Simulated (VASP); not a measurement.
Write the native input for VASP 6.6.1 that does the following.

```
Task                   : single point
Functional             : PBE
Potentials or basis    : VASP PAW PBE potentials, release 64 (Na_pv)
Cutoff                 : 520 eV
k mesh                 : 11 × 11 × 11
Occupations            : fermi-dirac, width 1 eV
Spin                   : no spin polarisation
Dipole correction      : no
Further INCAR settings : ALGO = Normal; EDIFF = 1e-06; NBANDS = 10
```

The structure of Na lies in POSCAR:

```
Na
1.0
   -2.0985562613      2.0985562613      2.0985562613
    2.0985562613     -2.0985562613      2.0985562613
    2.0985562613      2.0985562613     -2.0985562613
Na
1
Direct
    0.0000000000      0.0000000000      0.0000000000
```

One way to write it, as run:

INCAR

```
SYSTEM = Na
PREC     = Accurate       ! precision mode
ENCUT    = 520            ! plane-wave cutoff, eV
EDIFF    = 1E-6           ! SCF threshold, eV
ISMEAR   = -1             ! smearing method
SIGMA    = 1.0            ! smearing width, eV
LREAL    = .False.        ! projectors in reciprocal space
LASPH    = .True.         ! aspherical terms in the spheres
NELM     = 60             ! most SCF steps
ALGO     = Normal         ! electronic algorithm
ISIF     = 2              ! what is computed and relaxed
LWAVE    = .False.        ! write WAVECAR
LCHARG   = .False.        ! write CHGCAR
GGA      = PE             ! functional
NBANDS   = 10             ! bands
```

KPOINTS

```
Automatic mesh
0
Gamma
  11 11 11
  0 0 0
```

Potentials or basis: VASP PAW PBE potentials, release 64 (Na_pv).

Command:

```console
$ cat potpaw_PBE.64/Na_pv/POTCAR > POTCAR
$ mpirun -np 1 vasp_std > vasp.out
```

It gave:

| Item | Value |
| --- | --- |
| Pressure | 1.6 GPa |

Run time: 26 s on 1 thread of AMD EPYC 7R13 (shared host), peak memory 0.12 GiB.
